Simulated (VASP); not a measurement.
# MnO (Pm-3m) in VASP: a series of runs

MnO is run at these levels: LDA+U; tasks: single point.

Everything below comes from runs of VASP 6.6.1. Logs are shortened: lines on timing, memory, paths and dates and some standing lists are left out, and cuts for length are marked.

## 1. The cell of the first run

Symmetry: Pm-3m, No. 221, cubic system. The conventional cell has a = 2.672 Å, b = 2.672 Å, c = 2.672 Å, α = 90.00°, β = 90.00°, γ = 90.00°. Mn (site symmetry m-3m) has 8 O at 2.31 Å and 6 Mn at 2.67 Å within 3.1 Å. O (site symmetry m-3m) has 8 Mn at 2.31 Å and 6 O at 2.67 Å within 3.1 Å.

## 2. Single point, LDA+U, collinear spin, ferromagnetic start

Contents of INCAR:

```
SYSTEM = MnO
PREC = Accurate
ENCUT = 600
EDIFF = 1E-6
ISMEAR = 0
SIGMA = 0.05
LREAL = .False.
LASPH = .True.
NELM = 200
ALGO = Normal
ISIF = 2
LWAVE = .False.
LCHARG = .False.
ISPIN = 2
MAGMOM = 5 5 0 0
LORBIT = 11
LMAXMIX = 4
LDAU = .True.
LDAUTYPE = 2
LDAUL = 2 -1
LDAUU = 6 0
LDAUJ = 0 0
LDAUPRINT = 1
NBANDS = 31
GGA_COMPAT = .False.
```

Contents of KPOINTS:

```
Automatic mesh
0
Gamma
  7 7 7
  0 0 0
```

Contents of POSCAR:

```
MnO
1.0
    2.6723886600      0.0000000000      2.6723886600
    0.0000000000      2.6723886600      2.6723886600
    0.0000000000      0.0000000000      5.3447773200
Mn O
2 2
Direct
    0.0000000000      0.0000000000      0.0000000000
    0.0000000000      0.0000000000      0.5000000000
    0.5000000000      0.5000000000      0.7500000000
    0.5000000000      0.5000000000      0.2500000000
```

Potentials or basis: VASP PAW LDA potentials, release 64 (Mn_pv, O).

On the command line:

```
> cat potpaw_LDA.64/Mn_pv/POTCAR potpaw_LDA.64/O/POTCAR > POTCAR
> mpirun -np 1 vasp_std > vasp.out
```

OUTCAR:

```text
SYSTEM = MnO
   PREC = Accurate
   ENCUT = 600
   EDIFF = 1E-6
   ISMEAR = 0
   LREAL = .False.
   LASPH = .True.
   NELM = 200
   ISIF = 2
   ISPIN = 2
   LORBIT = 11

 ion  position               nearest neighbor table
   1  0.000  0.000  0.000-   3 2.31   3 2.31   4 2.31   3 2.31   4 2.31   4 2.31   3 2.31   4 2.31
                             2 2.67   2 2.67   2 2.67   2 2.67   2 2.67   2 2.67
   2  0.000  0.000  0.500-   4 2.31   3 2.31   4 2.31   3 2.31   4 2.31   3 2.31   4 2.31   3 2.31
                             1 2.67   1 2.67   1 2.67   1 2.67   1 2.67   1 2.67
   3  0.500  0.500  0.750-   2 2.31   1 2.31   2 2.31   1 2.31   2 2.31   1 2.31   2 2.31   1 2.31

   4  0.500  0.500  0.250-   1 2.31   1 2.31   2 2.31   1 2.31   2 2.31   2 2.31   1 2.31   2 2.31

  LATTYP: Found a face centered cubic cell.
 ALAT       =     5.3447773200

  Lattice vectors:

 A1 = (   2.6723886600,  -2.6723886600,   0.0000000000)
 A2 = (   2.6723886600,   0.0000000000,   2.6723886600)
 A3 = (   0.0000000000,  -2.6723886600,   2.6723886600)

Analysis of symmetry for initial positions (statically):
=====================================================================
 Subroutine PRICEL returns following result:

  LATTYP: Found a simple cubic cell.
 ALAT       =     2.6723886600
[... 12 lines left out ...]
 Subroutine GETGRP returns: Found 48 space group operations
 (whereof 48 operations were pure point group operations)
 out of a pool of 48 trial point group operations.

The static configuration has the point symmetry O_h .

Analysis of symmetry for dynamics (positions and initial velocities):
=====================================================================
 Subroutine PRICEL returns following result:

  LATTYP: Found a simple cubic cell.
 ALAT       =     2.6723886600
[... 12 lines left out ...]
 Subroutine GETGRP returns: Found 48 space group operations
 (whereof 48 operations were pure point group operations)
 out of a pool of 48 trial point group operations.

The dynamic configuration has the point symmetry O_h .

Analysis of structural, dynamic, and magnetic symmetry:
=====================================================================
 Subroutine PRICEL returns following result:

  LATTYP: Found a simple cubic cell.
 ALAT       =     2.6723886600
[... 12 lines left out ...]
 Subroutine GETGRP returns: Found 48 space group operations
 (whereof 48 operations were pure point group operations)
 out of a pool of 48 trial point group operations.

The overall configuration has the point symmetry O_h .

 Subroutine INISYM returns: Found 48 space group operations
 (whereof 48 operations are pure point group operations),
 and found     2 'primitive' translations

----------------------------------------------------------------------------------------

                                     Primitive cell

  volume of cell :      19.0853

  direct lattice vectors                    reciprocal lattice vectors
     0.000000000 -2.672388660  0.000000000     0.000000000 -0.374197068  0.000000000
     2.672388660  0.000000000  0.000000000     0.374197068  0.000000000  0.000000000
     0.000000000  0.000000000  2.672388660     0.000000000  0.000000000  0.374197068

  length of vectors
     2.672388660  2.672388660  2.672388660     0.374197068  0.374197068  0.374197068

  position of ions in fractional coordinates (direct lattice)
     0.000000000  0.000000000  0.000000000
     0.500000000  0.500000000  0.500000000

  ion indices of the primitive-cell ions
   primitive index   ion index
                 1           1
                 2           3

----------------------------------------------------------------------------------------

 KPOINTS: Automatic mesh

Automatic generation of k-mesh.
 Grid dimensions read from file:
 generate k-points for:    7    7    7

 Generating k-lattice:

  Cartesian coordinates                     Fractional coordinates (reciprocal lattice)
     0.053456724  0.000000000  0.000000000     0.142857143  0.000000000  0.000000000
     0.000000000  0.053456724  0.000000000     0.000000000  0.142857143  0.000000000
    -0.026728362 -0.026728362  0.026728362     0.000000000  0.000000000  0.142857143

  Length of vectors
     0.053456724  0.053456724  0.046294881
[... 81 lines left out ...]
   IVDW    =     0    specifies the selected vdW correction
   LEPSILON=     F    determine dielectric tensor
   LRPA    =     F    only Hartree local field effects (RPA)
 spin polarized calculation
 Gauss-broadening in eV      SIGMA  =   0.05
  energy-cutoff  :      600.00
  volume of cell :       38.17
 maximum number of plane-waves:      1299
 NGX is ok and might be reduce to    30
   NGX = 15   NGY = 15   NGZ = 21

atom =   1  type =  1  l = 2

 onsite density matrix

spin component  1

  0.9729 -0.0000 -0.0000  0.0000  0.0000
 -0.0000  0.9729  0.0000  0.0000  0.0000
 -0.0000  0.0000  0.9391 -0.0000 -0.0000
  0.0000  0.0000 -0.0000  0.9729 -0.0000
  0.0000  0.0000 -0.0000 -0.0000  0.9391

spin component  2

  0.0577 -0.0000  0.0000 -0.0000 -0.0000
 -0.0000  0.0577  0.0000 -0.0000 -0.0000
  0.0000  0.0000  0.0172 -0.0000  0.0000
 -0.0000 -0.0000 -0.0000  0.0577  0.0000
 -0.0000 -0.0000  0.0000  0.0000  0.0172

 occupancies and eigenvectors

  o =  0.0172  v =  0.0000  0.0000  0.0000  0.0000  0.0000  0.0000  0.0000 -0.0676 -0.0000  0.9977      0.0000  0.0000  0.0000  0.0000  0.0000  0.0000  0.0000  0.0000  0.0000  0.0000
  o =  0.0172  v =  0.0000  0.0000  0.0000  0.0000  0.0000  0.0000  0.0000 -0.9977 -0.0000 -0.0676      0.0000  0.0000  0.0000  0.0000  0.0000  0.0000  0.0000  0.0000  0.0000  0.0000
  o =  0.0577  v =  0.0000  0.0000  0.0000  0.0000  0.0000  1.0000  0.0015  0.0000  0.0018 -0.0000      0.0000  0.0000  0.0000  0.0000  0.0000  0.0000  0.0000  0.0000  0.0000  0.0000
  o =  0.0577  v =  0.0000  0.0000  0.0000  0.0000  0.0000  0.0018 -0.0101  0.0000 -0.9999 -0.0000      0.0000  0.0000  0.0000  0.0000  0.0000  0.0000  0.0000  0.0000  0.0000  0.0000
  o =  0.0577  v =  0.0000  0.0000  0.0000  0.0000  0.0000  0.0015 -0.9999  0.0000  0.0101  0.0000      0.0000  0.0000  0.0000  0.0000  0.0000  0.0000  0.0000  0.0000  0.0000  0.0000
  o =  0.9391  v =  0.0000 -0.0000 -0.9991  0.0000 -0.0414  0.0000  0.0000  0.0000  0.0000  0.0000      0.0000  0.0000  0.0000  0.0000  0.0000  0.0000  0.0000  0.0000  0.0000  0.0000
  o =  0.9391  v =  0.0000 -0.0000  0.0414 -0.0000 -0.9991  0.0000  0.0000  0.0000  0.0000  0.0000      0.0000  0.0000  0.0000  0.0000  0.0000  0.0000  0.0000  0.0000  0.0000  0.0000
  o =  0.9729  v =  1.0000  0.0000  0.0000  0.0000  0.0000  0.0000  0.0000  0.0000  0.0000  0.0000      0.0000  0.0000  0.0000  0.0000  0.0000  0.0000  0.0000  0.0000  0.0000  0.0000
  o =  0.9729  v =  0.0000 -0.0212  0.0000  0.9998 -0.0000  0.0000  0.0000  0.0000  0.0000  0.0000      0.0000  0.0000  0.0000  0.0000  0.0000  0.0000  0.0000  0.0000  0.0000  0.0000
  o =  0.9729  v =  0.0000  0.9998 -0.0000  0.0212 -0.0000  0.0000  0.0000  0.0000  0.0000  0.0000      0.0000  0.0000  0.0000  0.0000  0.0000  0.0000  0.0000  0.0000  0.0000  0.0000

atom =   2  type =  1  l = 2

 onsite density matrix

spin component  1

  0.9729 -0.0000 -0.0000  0.0000  0.0000
 -0.0000  0.9729  0.0000  0.0000  0.0000
 -0.0000  0.0000  0.9391 -0.0000  0.0000
  0.0000  0.0000 -0.0000  0.9729 -0.0000
  0.0000  0.0000  0.0000 -0.0000  0.9391

spin component  2

  0.0577 -0.0000 -0.0000 -0.0000  0.0000
 -0.0000  0.0577  0.0000 -0.0000 -0.0000
 -0.0000  0.0000  0.0172  0.0000 -0.0000
 -0.0000 -0.0000  0.0000  0.0577  0.0000
  0.0000 -0.0000 -0.0000  0.0000  0.0172

 occupancies and eigenvectors

  o =  0.0172  v =  0.0000  0.0000  0.0000  0.0000  0.0000 -0.0000  0.0000  0.0060 -0.0000  1.0000      0.0000  0.0000  0.0000  0.0000  0.0000  0.0000  0.0000  0.0000  0.0000  0.0000
  o =  0.0172  v =  0.0000  0.0000  0.0000  0.0000  0.0000  0.0000 -0.0000  1.0000 -0.0000 -0.0060      0.0000  0.0000  0.0000  0.0000  0.0000  0.0000  0.0000  0.0000  0.0000  0.0000
  o =  0.0577  v =  0.0000  0.0000  0.0000  0.0000  0.0000  0.9999  0.0052 -0.0000  0.0128  0.0000      0.0000  0.0000  0.0000  0.0000  0.0000  0.0000  0.0000  0.0000  0.0000  0.0000
  o =  0.0577  v =  0.0000  0.0000  0.0000  0.0000  0.0000 -0.0057  0.9991  0.0000  0.0411 -0.0000      0.0000  0.0000  0.0000  0.0000  0.0000  0.0000  0.0000  0.0000  0.0000  0.0000
  o =  0.0577  v =  0.0000  0.0000  0.0000  0.0000  0.0000  0.0126  0.0411 -0.0000 -0.9991 -0.0000      0.0000  0.0000  0.0000  0.0000  0.0000  0.0000  0.0000  0.0000  0.0000  0.0000
  o =  0.9391  v =  0.0000 -0.0000 -1.0000  0.0000  0.0086  0.0000  0.0000  0.0000  0.0000  0.0000      0.0000  0.0000  0.0000  0.0000  0.0000  0.0000  0.0000  0.0000  0.0000  0.0000
  o =  0.9391  v =  0.0000 -0.0000 -0.0086 -0.0000 -1.0000  0.0000  0.0000  0.0000  0.0000  0.0000      0.0000  0.0000  0.0000  0.0000  0.0000  0.0000  0.0000  0.0000  0.0000  0.0000
  o =  0.9729  v =  1.0000  0.0000  0.0000  0.0000  0.0000  0.0000  0.0000  0.0000  0.0000  0.0000      0.0000  0.0000  0.0000  0.0000  0.0000  0.0000  0.0000  0.0000  0.0000  0.0000
  o =  0.9729  v =  0.0000  0.2184 -0.0000 -0.9759  0.0000  0.0000  0.0000  0.0000  0.0000  0.0000      0.0000  0.0000  0.0000  0.0000  0.0000  0.0000  0.0000  0.0000  0.0000  0.0000
  o =  0.9729  v =  0.0000  0.9759 -0.0000  0.2184 -0.0000  0.0000  0.0000  0.0000  0.0000  0.0000      0.0000  0.0000  0.0000  0.0000  0.0000  0.0000  0.0000  0.0000  0.0000  0.0000

 number of electron      38.0000003 magnetization      10.0000002

 Free energy of the ion-electron system (eV)
  ---------------------------------------------------
  ext. energy  EPLUGINS =         0.00000000
  ---------------------------------------------------
  free energy    TOTEN  =       -29.98486227 eV

  energy without entropy =      -29.98486227  energy(sigma->0) =      -29.98486227

 E-fermi :   8.0734     XC(G=0): -13.2412

 val. band max:        7.7308755669   @ k =   0.4286   0.4286   0.0000
 cond. band min:       8.7270447915   @ k =   0.0000   0.0000   0.0000
 fundamental gap:      0.9961692247
 Fermi energy:         8.0734341178

 spin component 1

 k-point     1 :       0.0000    0.0000    0.0000
  band No.  band energies     occupation
      1     -41.5925      1.00000
      2     -41.5925      1.00000
      3     -41.5925      1.00000
      4     -41.4401      1.00000
      5     -41.4401      1.00000
      6     -41.4401      1.00000
[... 669 lines left out ...]
     30      20.2149      0.00000
     31      23.8014      0.00000
 Fermi energy:         8.0734341178

 spin component 2

 k-point     1 :       0.0000    0.0000    0.0000
  band No.  band energies     occupation
      1     -37.0620      1.00000
      2     -37.0620      1.00000
      3     -37.0620      1.00000
      4     -36.8866      1.00000
      5     -36.8866      1.00000
      6     -36.8866      1.00000
[... 669 lines left out ...]
     30      23.1427      0.00000
     31      25.8112      0.00000

------------------------ aborting loop because EDIFF is reached ----------------------------------------

  FORCE on cell =-STRESS in cart. coord.  units (eV):
  Direction    XX          YY          ZZ          XY          YZ          ZX
  --------------------------------------------------------------------------------------
  -------------------------------------------------------------------------------------
  Total        2.3794277      2.3794277      2.3794277     -0.0000000      0.0000000      0.0000000
  in kB       99.8744118     99.8744118     99.8744118     -0.0000000      0.0000000      0.0000000
  external PRESSURE =      99.8744118 kB  Pullay stress =       0.0000000 kB

 VOLUME and BASIS-vectors are now :
 -----------------------------------------------------------------------------
  energy-cutoff  :      600.00
  volume of cell :       38.17
      direct lattice vectors                 reciprocal lattice vectors
     2.672388660  0.000000000  2.672388660     0.374197068  0.000000000  0.000000000
     0.000000000  2.672388660  2.672388660     0.000000000  0.374197068  0.000000000
     0.000000000  0.000000000  5.344777320    -0.187098534 -0.187098534  0.187098534

 POSITION                                       TOTAL-FORCE (eV/Angst)
 -----------------------------------------------------------------------------------
      0.00000      0.00000      0.00000         0.000000     -0.000000      0.000000
      0.00000      0.00000      2.67239         0.000000     -0.000000      0.000000
      1.33619      1.33619      6.68097        -0.000000      0.000000     -0.000000
      1.33619      1.33619      4.00858         0.000000     -0.000000      0.000000
 -----------------------------------------------------------------------------------
    total drift:                                0.000000      0.000000      0.000000

  FREE ENERGIE OF THE ION-ELECTRON SYSTEM (eV)
  ---------------------------------------------------
  free  energy   TOTEN  =       -29.9848622687 eV

  energy  without entropy=      -29.9848622687  energy(sigma->0) =      -29.98486227

 total charge

# of ion       s       p       d       tot
------------------------------------------
    1        0.228   6.209   4.983  11.420
    2        0.228   6.209   4.983  11.420
    3        1.549   3.438   0.000   4.987
    4        1.549   3.438   0.000   4.987
--------------------------------------------------
tot          3.554  19.293   9.967  32.814

 magnetization (x)

# of ion       s       p       d       tot
------------------------------------------
    1        0.026   0.034   4.578   4.638
    2        0.026   0.034   4.578   4.638
    3        0.020   0.141   0.000   0.161
    4        0.020   0.141   0.000   0.161
--------------------------------------------------
tot          0.093   0.350   9.156   9.599
```

It took 1.8 min on 1 thread of Intel Xeon 6975P-C, shared host; peak memory 0.2 GiB.

Results:

```yaml
Free_energy: -29.9849 eV
Pressure: 10.0 GPa
Band_gap_on_the_k_mesh: 1.00 eV
Net_moment: 10.00 μB per cell
Site_moments: Mn +4.64; O +0.16 μB
Valence_electrons_inside_the_program's_atomic_spheres: Mn 11.42; O 4.99
```

Eigenvalues of the final occupation matrices:
| site | spin | trace | eigenvalues |
| --- | --- | --- | --- |
| site 1 d | 1 | 4.80 | 0.94 0.94 0.97 0.97 0.97 |
| site 1 d | 2 | 0.21 | 0.02 0.02 0.06 0.06 0.06 |
| site 2 d | 1 | 4.80 | 0.94 0.94 0.97 0.97 0.97 |
| site 2 d | 2 | 0.21 | 0.02 0.02 0.06 0.06 0.06 |

Caveat: only a ferromagnetic start was run, and an antiferromagnetic order may lie lower in energy. A k mesh can miss the band edges.

## 3. Single point, LDA+U, collinear spin, ferromagnetic start

Contents of INCAR:

```
SYSTEM = MnO
PREC = Accurate ; ENCUT = 600
EDIFF = 1E-6 ; ISMEAR = 0
SIGMA = 0.05 ; LREAL = .False.
LASPH = .True. ; NELM = 200
ALGO = Normal ; ISIF = 2
LWAVE = .False. ; LCHARG = .False.
ISPIN = 2 ; MAGMOM = 4.79 4.79 0.21 0.21
LORBIT = 11 ; LMAXMIX = 4
LDAU = .True. ; LDAUTYPE = 2
LDAUL = 2 -1 ; LDAUU = 6 0
LDAUJ = 0 0 ; LDAUPRINT = 1
NBANDS = 31 ; GGA_COMPAT = .False.
```

KPOINTS is that of step 2.

POSCAR is that of step 2.

Potentials or basis: VASP PAW LDA potentials, release 64 (Mn_pv, O).

On the command line:

```
> cat potpaw_LDA.64/Mn_pv/POTCAR potpaw_LDA.64/O/POTCAR > POTCAR
> mpirun -np 1 vasp_std > vasp.out
```

Wall time 1.8 min (1 thread of Intel Xeon 6975P-C, shared host); peak memory 0.2 GiB.

It converged, with:

```
Free energy                                           : -29.9849 eV
Pressure                                              : 10.0 GPa
Band gap on the k mesh                                : 1.00 eV
Net moment                                            : 10.00 μB per cell
Site moments                                          : Mn +4.64; O +0.16 μB
Valence electrons inside the program's atomic spheres : Mn 11.42; O 4.99
```

Levels at points of the mesh, in eV from the valence-band top:
Spin up:
| k point | band 22 | band 23 | band 24 | band 25 | band 26 | band 27 |
| --- | --- | --- | --- | --- | --- | --- |
| (0.00, 0.00, 0.00) | -0.32 | -0.32 | -0.32 | 1.00 | 6.66 | 6.66 |
Spin down:
```tsv
k point	band 11	band 12	band 13	band 14	band 15	band 16	band 17	band 18
(0.00, 0.00, 0.00)	-4.84	-1.51	-1.51	-1.51	1.93	1.93	2.42	5.69
```

Eigenvalues of the final occupation matrices:
```tsv
site	spin	trace	eigenvalues
site 1 d	1	4.80	0.94 0.94 0.97 0.97 0.97
site 1 d	2	0.21	0.02 0.02 0.06 0.06 0.06
site 2 d	1	4.80	0.94 0.94 0.97 0.97 0.97
site 2 d	2	0.21	0.02 0.02 0.06 0.06 0.06
```

Caveat: only a ferromagnetic start was run, and an antiferromagnetic order may lie lower in energy.

## 4. Single point, LDA+U, collinear spin, ferromagnetic start

Contents of INCAR:

```
SYSTEM = MnO
PREC = Accurate
ENCUT = 600
EDIFF = 1E-6
ISMEAR = 0
SIGMA = 0.05
LREAL = .FALSE.
LASPH = .TRUE.
NELM = 200
ALGO = Normal
ISIF = 2
LWAVE = .FALSE.
LCHARG = .FALSE.
ISPIN = 2
MAGMOM = 4.35 4.35 0.19 0.19
LORBIT = 11
LMAXMIX = 4
LDAU = .TRUE.
LDAUTYPE = 2
LDAUL = 2 -1
LDAUU = 6 0
LDAUJ = 0 0
LDAUPRINT = 1
NBANDS = 31
GGA_COMPAT = .FALSE.
```

Contents of KPOINTS:

```
regular mesh
0
G
  7 7 7
  0 0 0
```

POSCAR is that of step 3.

On the command line:

```
> cat potpaw_LDA.64/Mn_pv/POTCAR potpaw_LDA.64/O/POTCAR > POTCAR
> mpirun -np 1 vasp_std > vasp.out
```

It took 99 s on 1 thread of Intel Xeon 6975P-C, shared host; peak memory 0.2 GiB.

It converged, with:

```yaml
Free_energy: -29.9849 eV
Pressure: 10.0 GPa
Band_gap_on_the_k_mesh: 1.00 eV
Net_moment: 10.00 μB per cell
Site_moments: Mn +4.64; O +0.16 μB
Valence_electrons_inside_the_program's_atomic_spheres: Mn 11.42; O 4.99
```

Levels at points of the mesh, in eV from the valence-band top:
Spin up:
```
           k point  band 20  band 21  band 22  band 23  band 24  band 25  band 26  band 27  band 28  band 29
(0.00, 0.00, 0.00)    -1.93    -1.93    -0.32    -0.32    -0.32     1.00     6.66     6.66     6.66    14.21
```
Spin down:
| k point | band 10 | band 11 | band 12 | band 13 | band 14 | band 15 | band 16 | band 17 | band 18 | band 19 |
| --- | --- | --- | --- | --- | --- | --- | --- | --- | --- | --- |
| (0.00, 0.00, 0.00) | -4.84 | -4.84 | -1.51 | -1.51 | -1.51 | 1.93 | 1.93 | 2.42 | 5.70 | 5.70 |

Eigenvalues of the final occupation matrices:
| site | spin | trace | eigenvalues |
| --- | --- | --- | --- |
| site 1 d | 1 | 4.80 | 0.94 0.94 0.97 0.97 0.97 |
| site 1 d | 2 | 0.21 | 0.02 0.02 0.06 0.06 0.06 |
| site 2 d | 1 | 4.80 | 0.94 0.94 0.97 0.97 0.97 |
| site 2 d | 2 | 0.21 | 0.02 0.02 0.06 0.06 0.06 |

Caveat: only a ferromagnetic start was run, and an antiferromagnetic order may lie lower in energy.

[end of part 1 of 2]
